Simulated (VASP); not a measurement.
Input of a VASP 6.6.1 run:

File INCAR:

```
ALGO = Normal
EDIFF = 1E-6
ENCUT = 520
GGA = CA
ISIF = 2
ISMEAR = -1
LASPH = T
LCHARG = T
LELF = T
LREAL = F
LVHAR = T
LWAVE = F
NBANDS = 20
NELM = 100
PREC = Accurate
SIGMA = 0.1
```

KPOINTS

```
k-points
0
Gamma
  10 10 10
```

Contents of POSCAR:

```
In
1.0
    0.0000000000      3.2743652192      3.2743652192
    3.2743652192      0.0000000000      3.2743652192
    3.2743652192      3.2743652192      0.0000000000
In
2
Direct
    0.1250000000      0.1250000000      0.1250000000
    0.8750000000      0.8750000000      0.8750000000
```

Potentials or basis: VASP PAW LDA potentials, release 64 (In_d).

Command:

```console
$ cat potpaw_LDA.64/In_d/POTCAR > POTCAR
$ mpirun -np 1 vasp_std > vasp.out
```

Problem. What does it give for the pressure?

Solution. -1.1 GPa.

Problem. Estimate the band gap on the k mesh.

Solution. Zero (band 13 reaches 6.38 eV, above the bottom of band 14 at 2.78 eV).

Caveat: spin-orbit coupling is left out, which moves the levels of the heavy elements.
